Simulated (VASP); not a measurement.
# Hf in VASP: further runs

The runs below take Hf through single point, with PBE, LDA.

Everything below comes from runs of VASP 6.6.1. Logs are shortened: lines on timing, memory, paths and dates and some standing lists are left out, and cuts for length are marked.

### Step 1. The cell of the first run

The typed cell holds 1 atom: a = 2.879 Å, b = 2.893 Å, c = 2.971 Å, α = 90.14°, β = 88.77°, γ = 89.57°.

### Step 2. Single point, PBE (the cell strained at random)

Input file INCAR:

```
SYSTEM = Hf
PREC     = Accurate       ! precision mode
ENCUT    = 520            ! plane-wave cutoff, eV
EDIFF    = 1E-6           ! SCF threshold, eV
ISMEAR   = -1             ! smearing method
SIGMA    = 0.05           ! smearing width, eV
LREAL    = .False.        ! projectors in reciprocal space
LASPH    = .True.         ! aspherical terms in the spheres
NELM     = 60             ! most SCF steps
ALGO     = Normal         ! electronic algorithm
ISIF     = 2              ! what is computed and relaxed
LWAVE    = .False.        ! write WAVECAR
LCHARG   = .True.         ! write CHGCAR
GGA      = PE             ! functional
LELF     = .True.         ! ELF
LVHAR    = .True.       
NBANDS   = 11             ! bands
```

Input file KPOINTS:

```
regular mesh
0
Gamma
  9 9 9
  0 0 0
```

Input file POSCAR:

```
Hf
1.0
    2.8789860000      0.0108920000      0.0312790000
    0.0108920000      2.8924850000     -0.0036490000
    0.0312790000     -0.0036490000      2.9711840000
Hf
1
Direct
    0.5082420000      0.4985950000      0.5007900000
```

Potentials or basis: VASP PAW PBE potentials, release 64 (Hf_pv).

Launch:

```
cat potpaw_PBE.64/Hf_pv/POTCAR > POTCAR
mpirun -np 1 vasp_std > vasp.out
```

OUTCAR:

```text
SYSTEM = Hf
   PREC = Accurate
   ENCUT = 520
   EDIFF = 1E-6
   ISMEAR = -1
   LREAL = .False.
   LASPH = .True.
   NELM = 60
   ISIF = 2
   GGA = PE

 ion  position               nearest neighbor table
   1  0.508  0.499  0.501-

  LATTYP: Found a triclinic cell.
 ALAT       =     4.1416682393
 B/A-ratio  =     0.6983919624
 C/A-ratio  =     1.6077132508
 COS(alpha) =     0.0010714926
 COS(beta)  =     0.6476750790
 COS(gamma) =     0.6966343518

  Lattice vectors:

 A1 = (  -0.0421710000,  -2.8888360000,  -2.9675350000)
 A2 = (  -0.0108920000,  -2.8924850000,   0.0036490000)
 A3 = (  -2.9415440000,  -0.0035940000,  -5.9736470000)

Analysis of symmetry for initial positions (statically):
=====================================================================
 Subroutine PRICEL returns:
 Original cell was already a primitive cell.

 Routine SETGRP: Setting up the symmetry group for a
 triclinic supercell.

 Subroutine GETGRP returns: Found  2 space group operations
 (whereof  1 operations were pure point group operations)
 out of a pool of  2 trial point group operations.

The static configuration has the point symmetry C_1 .
 The point group associated with its full space group is S_2 .

Analysis of symmetry for dynamics (positions and initial velocities):
=====================================================================
 Subroutine PRICEL returns:
 Original cell was already a primitive cell.

 Routine SETGRP: Setting up the symmetry group for a
 triclinic supercell.

 Subroutine GETGRP returns: Found  2 space group operations
 (whereof  1 operations were pure point group operations)
 out of a pool of  2 trial point group operations.

The dynamic configuration has the point symmetry C_1 .
 The point group associated with its full space group is S_2 .

 Subroutine INISYM returns: Found  2 space group operations
 (whereof  1 operations are pure point group operations),
 and found     1 'primitive' translations

----------------------------------------------------------------------------------------

                                     Primitive cell

  volume of cell :      24.7391

  direct lattice vectors                    reciprocal lattice vectors
     2.878986000  0.010892000  0.031279000     0.347389234 -0.001312752 -0.003658736
     0.010892000  2.892485000 -0.003649000    -0.001312752  0.345728983  0.000438420
     0.031279000 -0.003649000  2.971184000    -0.003658736  0.000438420  0.336605219

  length of vectors
     2.879176514  2.892507809  2.971350880     0.347410980  0.345731754  0.336625388

  position of ions in fractional coordinates (direct lattice)
     0.508242000  0.498595000  0.500790000

  ion indices of the primitive-cell ions
   primitive index   ion index
                 1           1

----------------------------------------------------------------------------------------

 KPOINTS: regular mesh

Automatic generation of k-mesh.
 Grid dimensions read from file:
 generate k-points for:    9    9    9

 Generating k-lattice:

  Cartesian coordinates                     Fractional coordinates (reciprocal lattice)
     0.038598804 -0.000145861 -0.000406526     0.111111111  0.000000000 -0.000000000
    -0.000145861  0.038414331  0.000048713     0.000000000  0.111111111 -0.000000000
    -0.000406526  0.000048713  0.037400580     0.000000000  0.000000000  0.111111111

  Length of vectors
     0.038601220  0.038414639  0.037402821

  Shift w.r.t. Gamma in fractional coordinates (k-lattice)
     0.000000000  0.000000000  0.000000000

 Subroutine IBZKPT returns following result:
 ===========================================

 Found    365 irreducible k-points:

 Following reciprocal coordinates:
            Coordinates               Weight
  0.000000  0.000000  0.000000      1.000000
  0.111111 -0.000000  0.000000      2.000000
  0.222222 -0.000000  0.000000      2.000000
  0.333333  0.000000  0.000000      2.000000
  0.444444 -0.000000  0.000000      2.000000
 -0.000000  0.111111  0.000000      2.000000
[... 16 lines left out ...]
 -0.111111  0.222222 -0.000000      2.000000
  0.000000  0.333333  0.000000      2.000000
 [... further k-points ...]
   k-points           NKPTS =    365   k-points in BZ     NKDIM =    365   number of bands    NBANDS=     11
   number of dos      NEDOS =    301   number of ions     NIONS =      1
   total plane-waves  NPLWV =  13824
   dimension x,y,z NGX =    24 NGY =   24 NGZ =   24
   dimension x,y,z NGXF=    48 NGYF=   48 NGZF=   48
   ions per type =               1
   NGX,Y,Z   is equivalent  to a cutoff of  13.86, 13.79, 13.43 a.u.
   NGXF,Y,Z  is equivalent  to a cutoff of  27.72, 27.59, 26.86 a.u.
 SYSTEM =  Hf
   PREC   = accura    normal or accurate (medium, high low for compatibility)
   ISTART =      0    job   : 0-new  1-cont  2-samecut
   ICHARG =      2    charge: 1-file 2-atom 10-const
   ISPIN  =      1    spin polarized calculation?
   LNONCOLLINEAR =      F non collinear calculations
   LSORBIT =      F    spin-orbit coupling
   LASPH  =      T    aspherical Exc in radial PAW
   ENCUT  =  520.0 eV  38.22 Ry    6.18 a.u.   5.35  5.38  5.52*2*pi/ulx,y,z
   NELM   =     60;   NELMIN=  2; NELMDL= -5     # of ELM steps
   EDIFF  = 0.1E-05   stopping-criterion for ELM
   LREAL  =      F    real-space projection
   EDIFFG = 0.1E-04   stopping-criterion for IOM
   NSW    =      0    number of steps for IOM
   IBRION =     -1    ionic relax: 0-MD 1-quasi-New 2-CG
   NFREE  =      0    steps in history (QN), initial steepest desc. (CG)
   ISIF   =      2    stress and relaxation
   ISYM   =      2    0-nonsym 1-usesym 2-fastsym
   POTIM  = 0.5000    time-step for ionic-motion
   TEBEG  =    0.0;   TEEND  =   0.0 temperature during run
   PSTRESS=    0.0 pullay stress
   NELECT =      10.0000    total number of electrons
   NUPDOWN=      -1.0000    fix difference up-down
   EMIN   =  10.00;   EMAX   =-10.00  energy-range for DOS
   EFERMI =   0.00;   METHOD = LEGACY
   ISMEAR =    -1;   SIGMA  =   0.05  broadening in eV -4-tet -1-fermi 0-gaus
   EFERMI_NEDOS =   21; number of points for ismear=-14 and -15
   IALGO  =     38    algorithm
   IMIX   =      4    mixing-type and parameters
     AMIX     =   0.40;   BMIX     =  1.00
     AMIX_MAG =   1.60;   BMIX_MAG =  1.00
  volume/ion in A,a.u.               =      24.74       166.95
  Fermi-wavevector in a.u.,A,eV,Ry     =   1.210450  2.287419 19.935118  1.465190
  Thomas-Fermi vector in A             =   2.345997
   LORBIT       =      0    0 simple, 1 ext, 2 COOP (PROOUT), +10 PAW based schemes
   GGA     = PE    functional components
   LHFCALC =     F    Hartree Fock is set to
   AEXX    =    0.0000 exact exchange contribution
   IVDW    =     0    specifies the selected vdW correction
   LEPSILON=     F    determine dielectric tensor
   LRPA    =     F    only Hartree local field effects (RPA)
 non-spin polarized calculation
  energy-cutoff  :      520.00
  volume of cell :       24.74
 maximum number of plane-waves:       686
 NGX is ok and might be reduce to    24
   NGX = 11   NGY = 11   NGZ = 11

 number of electron      10.0000000 magnetization

 Free energy of the ion-electron system (eV)
  ---------------------------------------------------
  ext. energy  EPLUGINS =         0.00000000
  ---------------------------------------------------
  free energy    TOTEN  =        -8.86043553 eV

  energy without entropy =       -8.84723318  energy(sigma->0) =       -8.85383436

 E-fermi :   3.7554     XC(G=0): -10.7336

 val. band max:        3.7407598094   @ k =   0.0000   0.0000   0.3333
 cond. band min:       3.7580678666   @ k =   0.1111  -0.2222   0.1111
 fundamental gap:      0.0173080572
 Fermi energy:         3.7553621876

 k-point     1 :       0.0000    0.0000    0.0000
  band No.  band energies     occupation
      1     -26.2226      2.00000
      2     -26.1141      2.00000
      3     -26.0935      2.00000
      4      -2.6662      2.00000
      5       2.3943      2.00000
      6       2.4241      2.00000
      7      10.1728      0.00000
      8      10.2152      0.00000
      9      10.4988      0.00000
     10      16.0342      0.00000
     11      16.8850      0.00000

 k-point     2 :       0.1111   -0.0000    0.0000
  band No.  band energies     occupation
      1     -26.2267      2.00000
      2     -26.2068      2.00000
      3     -26.1026      2.00000
      4      -2.3369      2.00000
      5       2.5166      2.00000
      6       2.7227      2.00000
      7       9.5213      0.00000
      8       9.8519      0.00000
      9      10.2236      0.00000
     10      15.4540      0.00000
     11      16.8688      0.00000

 k-point     3 :       0.2222   -0.0000    0.0000
  band No.  band energies     occupation
      1     -26.5352      2.00000
      2     -26.1828      2.00000
      3     -26.0754      2.00000
      4      -1.4734      2.00000
      5       2.7851      2.00000
      6       3.5180      1.98281
      7       8.2494      0.00000
      8       8.6291      0.00000
      9      10.3403      0.00000
     10      13.3900      0.00000
     11      16.9284      0.00000

 k-point     4 :       0.3333    0.0000    0.0000
  band No.  band energies     occupation
      1     -26.8736      2.00000
      2     -26.1508      2.00000
      3     -26.0442      2.00000
      4      -0.3523      2.00000
      5       3.1200      1.99999
      6       4.1100      0.00166
      7       7.1842      0.00000
      8       7.5821      0.00000
      9      10.4787      0.00000
     10      12.6316      0.00000
     11      16.9286      0.00000
[... 239 lines left out ...]
 k-point    22 :      -0.2222    0.2222   -0.0000
  band No.  band energies     occupation
      1     -26.5067      2.00000
      2     -26.4746      2.00000
      3     -26.1462      2.00000
      4      -0.3273      2.00000
      5       3.3822      1.99885
      6       4.3429      0.00002
      7       6.7755      0.00000
      8       8.2544      0.00000
      9       8.8178      0.00000
     10      14.9827      0.00000
     11      15.2792      0.00000

 k-point    23 :      -0.1111    0.2222   -0.0000
  band No.  band energies     occupation
      1     -26.5242      2.00000
      2     -26.1882      2.00000
      3     -26.1694      2.00000
      4      -1.1557      2.00000
      5       3.0292      2.00000
      6       3.6388      1.82295
      7       7.9735      0.00000
      8       8.2999      0.00000
      9       9.7826      0.00000
     10      13.9537      0.00000
     11      16.9198      0.00000

 k-point    24 :       0.0000    0.3333    0.0000
  band No.  band energies     occupation
      1     -26.8624      2.00000
      2     -26.1544      2.00000
      3     -26.0285      2.00000
      4      -0.3796      2.00000
      5       3.0967      2.00000
      6       4.0549      0.00499
      7       7.1936      0.00000
      8       7.6745      0.00000
      9      10.5059      0.00000
     10      12.5517      0.00000
     11      16.9285      0.00000

 [... further k-points ...]
[... 5 lines left out ...]
  --------------------------------------------------------------------------------------
  -------------------------------------------------------------------------------------
  Total        0.1523811      0.0521841     -0.2677744      0.0486605     -0.0133684      0.1196453
  in kB        9.8686592      3.3795985    -17.3418717      3.1514015     -0.8657802      7.7485912
  external PRESSURE =      -1.3645380 kB  Pullay stress =       0.0000000 kB

 VOLUME and BASIS-vectors are now :
 -----------------------------------------------------------------------------
  energy-cutoff  :      520.00
  volume of cell :       24.74
      direct lattice vectors                 reciprocal lattice vectors
     2.878986000  0.010892000  0.031279000     0.347389234 -0.001312752 -0.003658736
     0.010892000  2.892485000 -0.003649000    -0.001312752  0.345728983  0.000438420
     0.031279000 -0.003649000  2.971184000    -0.003658736  0.000438420  0.336605219

 POSITION                                       TOTAL-FORCE (eV/Angst)
 -----------------------------------------------------------------------------------
      1.48432      1.44589      1.50202         0.000000      0.000000      0.000000
 -----------------------------------------------------------------------------------
    total drift:                               -0.000005      0.000001      0.000003

  FREE ENERGIE OF THE ION-ELECTRON SYSTEM (eV)
  ---------------------------------------------------
  free  energy   TOTEN  =        -8.8604355331 eV

  energy  without entropy=       -8.8472331843  energy(sigma->0) =       -8.85383436
```

It took 35 s on 1 thread of Intel Xeon Platinum 8488C (Sapphire Rapids), shared host; peak memory 0.22 GiB.

What came out:

```
Free energy            : -8.8604 eV
Pressure               : -0.1 GPa
Band gap on the k mesh : zero (band 5 reaches 4.50 eV, above the bottom of band 6 at 2.42 eV)
```

Caveat: the cell differs from its parent crystal (the cell strained at random); spin-orbit coupling is left out, which moves the levels of the heavy elements.

### Step 3. Single point, PBE (the cell strained at random)

Input file INCAR:

```
  PREC = Accurate
  ENCUT = 520
  EDIFF = 1E-7
  ISMEAR = -1
  SIGMA = 0.05
  LREAL = False
  LASPH = True
  NELM = 60
  ALGO = Normal
  ISIF = 2
  LWAVE = False
  LCHARG = False
  GGA = PE
  NBANDS = 11
```

Input file KPOINTS:

```
regular mesh
0
Gamma
  9 9 9
```

POSCAR is that of step 2.

Potentials or basis: VASP PAW PBE potentials, release 64 (Hf_pv).

Launch:

```
cat potpaw_PBE.64/Hf_pv/POTCAR > POTCAR
mpirun -np 1 vasp_std > vasp.out
```

Run time: 32 s. Hardware: 1 thread of Intel Xeon Platinum 8375C at 2.90GHz (Ice Lake), shared host; peak memory 0.22 GiB.

Results (log left out):

| Quantity | Value |
| --- | --- |
| Free energy | -8.8604 eV |
| Pressure | -0.1 GPa |
| Band gap on the k mesh | zero (band 5 reaches 4.50 eV, above the bottom of band 6 at 2.42 eV) |

Stress tensor (GPa, compression positive):
```
 0.99  0.32  0.77
 0.32  0.34 -0.09
 0.77 -0.09 -1.74
```

Levels at points of the mesh, in eV from the Fermi level:
```tsv
k point	band 3	band 4	band 5	band 6	band 7	band 8
(0.00, 0.00, 0.00)	-29.85	-6.42	-1.36	-1.33	6.42	6.46
```

Caveat: the cell differs from its parent crystal (the cell strained at random); spin-orbit coupling is left out, which moves the levels of the heavy elements.

### Step 4. Single point, LDA

Input file INCAR:

```
SYSTEM = Hf
PREC = Accurate ; ENCUT = 520
EDIFF = 1E-6 ; ISMEAR = -1
SIGMA = 0.05 ; LREAL = .False.
LASPH = .True. ; NELM = 100
ALGO = Normal ; ISIF = 2
LWAVE = .False. ; LCHARG = .False.
NBANDS = 11
```

Input file KPOINTS:

```
regular mesh
0
Gamma
  5 5 5
  0 0 0
```

Input file POSCAR:

```
Hf
1.0
    2.9138100000      0.0000000000      0.0000000000
    0.0000000000      2.9138100000      0.0000000000
    0.0000000000      0.0000000000      2.9138100000
Hf
1
Direct
    0.5000000000      0.5000000000      0.5000000000
```

Potentials or basis: VASP PAW LDA potentials, release 64 (Hf_pv).

Launch:

```
cat potpaw_LDA.64/Hf_pv/POTCAR > POTCAR
mpirun -np 1 vasp_std > vasp.out
```

Run time: 2.1 s. Hardware: 1 thread of Intel Xeon Platinum 8375C at 2.90GHz (Ice Lake), shared host; peak memory 0.12 GiB.

It converged, with:

```yaml
Free_energy: -9.5415 eV
Pressure: -5.5 GPa
Band_gap_on_the_k_mesh: zero (band 5 reaches 3.96 eV, above the bottom of band 6 at 2.18 eV)
```

Levels at points of the mesh, in eV from the Fermi level:
```csv
k point,band 1,band 2,band 3,band 4,band 5,band 6,band 7,band 8,band 9,band 10
"(0.00, 0.00, 0.00)",-30.04,-30.04,-30.04,-6.58,-1.65,-1.65,6.16,6.16,6.16,11.90
```

Caveat: the k points lie up to 0.43 Å⁻¹ apart; spin-orbit coupling is left out, which moves the levels of the heavy elements.
